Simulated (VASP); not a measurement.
A run of VASP 6.6.1 is set up as follows.

Contents of INCAR:

```
PREC = Accurate
ENCUT = 600
EDIFF = 1E-7
ISMEAR = -1
SIGMA = 0.1
LREAL = False
LASPH = True
NELM = 60
ALGO = Normal
ISIF = 3
LWAVE = False
LCHARG = False
GGA = PE
IBRION = 2
NSW = 32
EDIFFG = -0.005
PSTRESS = 400.0
```

KPOINTS

```
Automatic mesh
0
Gamma
  18 18 18
```

Contents of POSCAR:

```
Os
1.0
    0.0000000000      1.8748382714      1.8748382714
    1.8748382714      0.0000000000      1.8748382714
    1.8748382714      1.8748382714      0.0000000000
Os
1
Direct
    0.0000000000      0.0000000000      0.0000000000
```

Potentials or basis: VASP PAW PBE potentials, release 64 (Os).

Command:

```sh
$ cat potpaw_PBE.64/Os/POTCAR > POTCAR
$ mpirun -np 1 vasp_std > vasp.out
```

Problem. What does it give for the band gap on the k mesh?

Solution. Zero (bands 4 and 5 overlap by 4.24 eV).

Problem. Predict the relaxed volume.

Solution. 13.20 Å³/atom.

Problem. Predict the relaxed cell.

Solution. a = 2.653 Å, b = 2.653 Å, c = 2.653 Å, α = 60.00°, β = 60.00°, γ = 60.00°.

The path:
```csv
step,energy change (eV),largest force (eV/Å),pressure (GPa),volume (Å³)
1,0.0000,0.0000,41.08,13.18
2,-0.0397,0.0000,33.74,13.35
3,-0.0061,0.0000,40.01,13.20
```

Caveat: the cell is relaxed towards a set pressure, so the run minimises the enthalpy, not the energy; spin-orbit coupling is left out, which moves the levels of the heavy elements.
